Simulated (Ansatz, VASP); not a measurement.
## One calculation of MgF2, two programs

POSCAR

```
MgF2
1.0
    4.6664320000      0.0000000000      0.0000000000
    0.0000000000      4.6664320000      0.0000000000
    0.0000000000      0.0000000000      3.0793410000
Mg F
2 4
Direct
    0.0000000000      0.0000000000      0.0000000000
    0.5000000000      0.5000000000      0.5000000000
    0.3030000000      0.3030000000      0.0000000000
    0.1970000000      0.8030000000      0.5000000000
    0.6970000000      0.6970000000      0.0000000000
    0.8030000000      0.1970000000      0.5000000000
```

INCAR.step1

```
  PREC = Accurate
  ENCUT = 660
  ISMEAR = -1
  SIGMA = 0.1
  LREAL = F
  LASPH = T
  NELM = 120
  NBANDS = 25
  GGA = PE
  ALGO = Normal
  EDIFF = 1E-5
  LWAVE = T
  LCHARG = F
  GGA_COMPAT = F
```

File INCAR.step2:

```
  PREC = Accurate
  ENCUT = 660
  EDIFF = 1E-6
  ISMEAR = -1
  SIGMA = 0.1
  LREAL = F
  LASPH = T
  NELM = 120
  ALGO = Normal
  ISIF = 2
  LWAVE = F
  LCHARG = F
  METAGGA = R2SCAN
  LMIXTAU = T
  NBANDS = 25
  ISTART = 1
  GGA_COMPAT = F
```

The input KPOINTS:

```
Automatic mesh
0
Gamma
  6 6 8
```

Input for Ansatz:

```yaml
crystal:
  lattice:
    - [4.666432, 0.0, 0.0]
    - [0.0, 4.666432, 0.0]
    - [0.0, 0.0, 3.079341]
  atoms:
    - { symbol: Mg, position: [0.0, 0.0, 0.0] }
    - { symbol: Mg, position: [0.5, 0.5, 0.5] }
    - { symbol: F, position: [0.303, 0.303, 0.0] }
    - { symbol: F, position: [0.197, 0.803, 0.5] }
    - { symbol: F, position: [0.697, 0.697, 0.0] }
    - { symbol: F, position: [0.803, 0.197, 0.5] }
  symmetry: { tolerance: 0.0003 }
kpoints:
  mp_grid: { grid: [6, 6, 8], shift: [0, 0, 0] }
  band_path:
    path:
      - [0.0, 0.0, 0.0]
      - [0.0, 0.5, 0.0]
      - [0.5, 0.5, 0.0]
      - [0.0, 0.0, 0.0]
      - [0.0, 0.0, 0.5]
      - [0.0, 0.5, 0.5]
      - [0.5, 0.5, 0.5]
      - [0.0, 0.0, 0.5]
      - [0.0, 0.5, 0.0]
      - [0.0, 0.5, 0.5]
      - [0.5, 0.5, 0.0]
    npoints: 6
magnetization:
  spin_polarized: false
scf:
  occupations: { method: fermi_dirac }
  lower_state_search: "off"
  max_iter: 200
hamiltonian:
  pseudopotentials: { kind: paw }
  xc: r2scan
basis:
  ecutwfc: 500
  fft_grid_basis: typed
output:
  forces: true
  stress: true
  eigenvalues: true
  bader: true
  populations: true
  elf: true
  write_potential: true
  volumetric_format: npy
  dos:
    e_range: [-12, 8]
    de: 0.05
    projected: { site_lists: { F: [F], Mg: [Mg] } }
checkpoint:
  read: saved_state
```

Alike in both runs: task single point; functional r2SCAN; k mesh 6 × 6 × 8; no spin polarisation.

|  | VASP | Ansatz |
| --- | --- | --- |
| version | VASP 6.6.1 | Ansatz 0.2.0 |
| potentials or method | VASP PAW PBE potentials, release 64 (Mg, F), cutoff 660 eV | PAW plane waves |
| occupations | fermi-dirac, width 0.1 eV | fermi-dirac |
| valence electrons in the cell | 32 | 48 |

```tsv
	VASP	Ansatz	Ansatz less VASP
gap on the k mesh at the Fermi level (eV)	7.82	7.86	+0.038
pressure (GPa)	-4.4	-3.0	+1.42
traceless stress, the component that is largest in VASP (GPa)	-0.48	-0.39	+0.095
rms of the force components (eV/Å)	0.023	0.020	-0.0029
```

VASP's potentials were made for PBE, not for r2SCAN. Atom by atom the forces differ by 0.003 eV/Å (rms over components). VASP's potentials hold 32 valence electrons a cell and Ansatz's 48, so a difference there can come from the potentials and not from the codes.
